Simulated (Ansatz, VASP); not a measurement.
# Two plane-wave programs on ZnS

```
Zn S
1.0
     3.80543    0.00000    0.00000
    -1.90271    3.29560    0.00000
     0.00000    0.00000    6.24402
Zn S
2 2
Direct
  0.33333 0.66667 0.00534
  0.66667 0.33333 0.50534
  0.33333 0.66667 0.37966
  0.66667 0.33333 0.87966
```

Alike in both runs: task single point; functional PBE; k mesh 12 × 12 × 4; no spin polarisation.

|  | VASP | Ansatz |
| --- | --- | --- |
| version | VASP 6.6.1 | Ansatz 0.2.0 |
| potentials or method | VASP PAW PBE potentials, release 64 (Zn, S) | plane waves, PAW |
| plane-wave cutoff (eV) | 500 | 420 |
| occupations | gaussian, width 0.01 eV | fixed |
| valence electrons in the cell | 36 | 36 |

```csv
,VASP,Ansatz,Ansatz less VASP
gap on the k mesh at the Fermi level (eV),2.22,2.21,-0.005
pressure (GPa),2.4,2.3,-0.15
```
